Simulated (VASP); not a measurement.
Runs of VASP 6.6.1 on LuTl2. The structure is that of space group P6/mmm (No. 191), or close to it. The cells are those of the table. 

```tsv
task	cell	k mesh	cutoff (eV)	gap on the mesh (eV)	pressure (GPa)	relaxed volume (Å³/atom)
single point	a = 5.304, b = 5.304, c = 3.362 Å, angles 90.0, 90.0, 120.0°, 3 atoms	12 × 12 × 14	520	none	-0.4	-
relaxation of cell and atoms	relaxed from a = 5.445, b = 5.445, c = 3.255 Å, angles 90.0, 90.0, 120.0°, 3 atoms	6 × 6 × 6	600	none	0.0	(a)
single point	a = 5.185, b = 5.185, c = 4.349 Å, angles 90.0, 90.0, 120.0°, 3 atoms	6 × 6 × 4	520	none	-4.3	-
single point	a = 5.286, b = 5.286, c = 3.383 Å, angles 90.0, 90.0, 120.0°, 3 atoms	6 × 6 × 6	520	none	-0.1	-
relaxation of cell and atoms	relaxed from a = 5.185, b = 5.185, c = 4.349 Å, angles 90.0, 90.0, 120.0°, 3 atoms	6 × 6 × 4	600	none	0.0	27.83
single point	a = 5.445, b = 5.445, c = 3.255 Å, angles 90.0, 90.0, 120.0°, 3 atoms	6 × 6 × 4	520	none	-0.1	-
```

Alike in all rows: level PBE; potentials or basis VASP PAW PBE potentials, release 64 (Lu, Tl_d); no spin polarisation; smearing gaussian 0.1 eV.

Problem. Estimate the missing entries.

Solution. (a) 27.22.

Caveats: some runs use coarse meshes; spin-orbit coupling is left out, which moves the levels of the heavy elements; the volume moved by over 15 % at a fixed basis, so the end points are rough (some runs).

A k mesh can miss the band edges, and the runs leave out spin-orbit coupling on Lu, Tl.

A gap of «none» marks levels without a gap at the run's occupations.
